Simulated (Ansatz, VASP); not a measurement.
# Ti in VASP and in Ansatz

File INCAR:

```
PREC     = Accurate       # precision mode
ENCUT    = 520            # plane-wave cutoff, eV
EDIFF    = 1E-8           # SCF threshold, eV
ISMEAR   = -1             # smearing method
SIGMA    = 0.08           # smearing width, eV
LREAL    = False          # projectors in reciprocal space
LASPH    = True           # aspherical terms in the spheres
NELM     = 80             # most SCF steps
ALGO     = Normal         # electronic algorithm
ISIF     = 2              # what is computed and relaxed
LWAVE    = False          # write WAVECAR
LCHARG   = False          # write CHGCAR
GGA      = PE             # functional
LEFG     = True         
NBANDS   = 19             # bands
```

Contents of KPOINTS:

```
regular mesh
0
Gamma
  13 13 7
```

File POSCAR:

```
Ti
1.0
    2.8897769248      0.0000000000      0.0000000000
   -1.4448884624      2.5026202281      0.0000000000
    0.0000000000      0.0000000000      4.5903405054
Ti
2
Direct
    0.3333333333      0.6666666667      0.2500000000
    0.6666666667      0.3333333333      0.7500000000
```

Input for Ansatz:

```yaml
crystal:
  lattice:
    - [2.8897769248, 0.0, 0.0]
    - [-1.4448884624, 2.5026202281, 0.0]
    - [0.0, 0.0, 4.5903405054]
  atoms:
    - { symbol: Ti, position: [0.3333333333, 0.6666666667, 0.25] }
    - { symbol: Ti, position: [0.6666666667, 0.3333333333, 0.75] }
kpoints:
  mp_grid: { grid: [13, 13, 7] }
scf:
  occupations: { method: fermi_dirac, width: 0.08 }
hamiltonian:
  xc: pbe
  pseudopotentials: { kind: all_electron, datasets: crystal }
output:
  forces: true
  stress: true
  eigenvalues: true
  efg: { contact_densities: true }
```

Change from the starting cell: volume scaled by 0.94, crystal datasets.

Alike in both runs: task electric field gradients; functional PBE; k mesh 13 × 13 × 7; occupations fermi-dirac, width 0.08 eV; no spin polarisation.

|  | VASP | Ansatz |
| --- | --- | --- |
| version | VASP 6.6.1 | Ansatz 0.2.0 |
| potentials or method | VASP PAW PBE potentials, release 64 (Ti_sv), cutoff 520 eV | all-electron PAW with datasets made for the crystal, scalar-relativistic |

```tsv
	VASP	Ansatz	Ansatz less VASP
pressure (GPa)	5.4	5.7	+0.36
traceless stress, the component that is largest in VASP (GPa)	-0.13	-0.14	-0.004
size of Vzz on the site where it differs most (V/Å²)	19.0	20.7	+1.62
```

Ansatz ran all-electron here, and VASP with PAW potentials.
